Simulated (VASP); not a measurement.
Input of a VASP 6.6.1 run:

INCAR

```
  PREC = Accurate
  ENCUT = 520
  EDIFF = 1E-7
  ISMEAR = 0
  SIGMA = 0.1
  LREAL = F
  LASPH = T
  NELM = 80
  ALGO = Normal
  ISIF = 2
  LWAVE = F
  LCHARG = F
  GGA = PE
  NBANDS = 39
```

KPOINTS

```
regular mesh
0
Gamma
  3 3 4
```

POSCAR

```
ZnCd3Te2
1.0
    7.4346240841      0.0000000000      0.0000000000
   -3.7173120421      6.4385733244      0.0000000000
    0.0000000000      0.0000000000      4.3198077381
Zn Cd Te
1 3 2
Direct
    0.0000000000      0.0000000000      0.5341034140
    0.5000000000      0.5000000000      0.5324195434
    0.5000000000      0.0000000000      0.5324195434
    0.0000000000      0.5000000000      0.5324195434
    0.6666666667      0.3333333333      1.0311374529
    0.3333333333      0.6666666667      1.0311374529
```

Potentials or basis: VASP PAW PBE potentials, release 64 (Zn, Cd, Te).

The run is started by

```console
$ cat potpaw_PBE.64/Zn/POTCAR potpaw_PBE.64/Cd/POTCAR potpaw_PBE.64/Te/POTCAR > POTCAR
$ mpirun -np 1 vasp_std > vasp.out
```

**Question.** What does it give for the largest force?

**Answer.** 0.016 eV/Å.

**Question.** Predict the band gap on the k mesh.

**Answer.** Zero (bands 30 and 31 overlap by 1.33 eV).

**Question.** What does it give for the pressure?

**Answer.** 0.1 GPa.

Forces on the atoms (eV/Å):
```
Zn   0.000  0.000 -0.003
Cd   0.000  0.000 -0.010
Cd   0.000  0.000 -0.010
Cd   0.000  0.000 -0.010
Te   0.000  0.000  0.016
Te   0.000  0.000  0.016
```

Caveat: the k points lie up to 0.36 Å⁻¹ apart, too coarse for converged energies and pressures of a metal; spin-orbit coupling is left out, which moves the levels of the heavy elements.
